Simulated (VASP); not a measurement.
Here is a VASP 6.6.1 calculation.

File POSCAR:

```
CaSe
1.0
    0.0000000000      2.9675351113      2.9675351113
    2.9675351113      0.0000000000      2.9675351113
    2.9675351113      2.9675351113      0.0000000000
Ca Se
1 1
Direct
    0.0000000000      0.0000000000      0.0000000000
    0.5000000000      0.5000000000      0.5000000000
```

Contents of INCAR.step1:

```
SYSTEM = CaSe
ALGO = Normal
EDIFF = 1E-8
ENCUT = 500
GGA = PE
ISMEAR = 0
LASPH = .True.
LCHARG = .False.
LREAL = .False.
LWAVE = .True.
NELM = 80
PREC = Accurate
SIGMA = 0.01
```

Contents of INCAR.step2:

```
SYSTEM = CaSe
ALGO = Exact
EDIFF = 1E-8
ENCUT = 500
GGA = PE
ISMEAR = 0
ISTART = 1
LASPH = .True.
LCHARG = .False.
LOPTICS = .True.
LREAL = .False.
LWAVE = .True.
NBANDS = 204
NELM = 1
PREC = Accurate
SIGMA = 0.01
```

Contents of INCAR.step3:

```
SYSTEM = CaSe
ALGO = EVGW0
EDIFF = 1E-8
ENCUT = 500
ENCUTGW = 140.0
GGA = PE
ISMEAR = 0
ISTART = 1
LASPH = .True.
LCHARG = .False.
LREAL = .False.
LWAVE = .False.
NBANDS = 204
NBANDSGW = 16
NELMGW = 1
NOMEGA = 96
OMEGAMAX = 20
PREC = Accurate
PRECFOCK = Fast
SIGMA = 0.01
```

KPOINTS

```
k-points
0
Gamma
  4 4 4
  0 0 0
```

Potentials or basis: VASP PAW PBE potentials, release 64 (Ca_sv_GW, Se_GW).

Launch:

```bash
$ cat potpaw_PBE.64/Ca_sv_GW/POTCAR potpaw_PBE.64/Se_GW/POTCAR > POTCAR
$ cp INCAR.step1 INCAR
$ mpirun -np 1 vasp_std > vasp.out
$ cp INCAR.step2 INCAR
$ mpirun -np 1 vasp_std > vasp.out
$ cp INCAR.step3 INCAR
$ mpirun -np 1 vasp_std > vasp.out
```

Question: What does it give for the quasiparticle gap?

Answer: 3.68 eV.

Question: What does it give for the least direct quasiparticle gap?

Answer: 4.57 eV.

Question: Predict the least direct gap of the starting levels on the mesh.

Answer: 2.97 eV.

Question: Predict the band gap of the starting levels on the mesh.

Answer: 2.05 eV.

Caveat: the k points lie up to 0.46 Å⁻¹ apart; bands, screening cutoff and mesh are small and nothing is extrapolated, so the quasiparticle values aren't converged.
